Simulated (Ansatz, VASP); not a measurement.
# CdS in VASP and in Ansatz

```xyz
2
Lattice="0.0000 2.9165 2.9165 2.9165 0.0000 2.9165 2.9165 2.9165 0.0000" Properties=species:S:1:pos:R:3 pbc="T T T"
Cd    0.0000    0.0000    0.0000
S     4.3748    4.3748    4.3748
```

Alike in both runs: task relaxation of cell and atoms; functional RPBE; dispersion D4; k mesh 8 × 8 × 8; occupations fermi-dirac, width 0.05 eV; no spin polarisation.

|  | VASP | Ansatz |
| --- | --- | --- |
| version | VASP 6.6.1 | Ansatz 0.2.0 |
| potentials or method | VASP PAW PBE potentials, release 64 (Cd, S), cutoff 600 eV | all-electron LAPW, scalar-relativistic |

Ansatz gave:

* relaxed volume (Å³/atom): 25.07
* relaxed cell length with the largest relative difference (Å): 4.139

**Question.** Estimate VASP's values.

**Answer.** Relaxed volume (Å³/atom): 25.20; relaxed cell length with the largest relative difference (Å): 4.146.

VASP's potentials were made for PBE, not for RPBE. Ansatz ran all-electron here, and VASP with PAW potentials.
